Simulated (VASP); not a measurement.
A run of VASP 6.6.1 is set up as follows.

INCAR

```
PREC     = Accurate       # precision mode
ENCUT    = 520            # plane-wave cutoff, eV
EDIFF    = 1E-6           # SCF threshold, eV
ISMEAR   = 0              # smearing method
SIGMA    = 0.05           # smearing width, eV
LREAL    = False          # projectors in reciprocal space
LASPH    = True           # aspherical terms in the spheres
NELM     = 60             # most SCF steps
ALGO     = Normal         # electronic algorithm
ISIF     = 2              # what is computed and relaxed
LWAVE    = False          # write WAVECAR
LCHARG   = False          # write CHGCAR
GGA      = PE             # functional
NBANDS   = 16             # bands
```

File KPOINTS:

```
Automatic mesh
0
Gamma
  8 8 8
```

Contents of POSCAR:

```
AgCl
1.0
    0.0000000000      2.8060228508      2.8060228508
    2.8060228508      0.0000000000      2.8060228508
    2.8060228508      2.8060228508      0.0000000000
Ag Cl
1 1
Direct
    0.4700640907      0.5299359093      0.5449038639
    0.0910897785     -0.0910897785     -0.1366346678
```

Potentials or basis: VASP PAW PBE potentials, release 64 (Ag, Cl).

Command:

```sh
$ cat potpaw_PBE.64/Ag/POTCAR potpaw_PBE.64/Cl/POTCAR > POTCAR
$ mpirun -np 1 vasp_std > vasp.out
```

(1) Estimate the band gap on the k mesh.

(2) Predict the largest force.

(3) Predict the pressure.

Results:

(1) 1.41 eV (least direct gap 1.78 eV).

(2) 8.275 eV/Å.

(3) 21.3 GPa.

Caveat: the cell differs from its parent crystal (atoms displaced along a vibrational mode); the cell stands under pressure; forces of over 1 eV/Å act on the atoms, so gaps and moduli don't describe the material at rest.
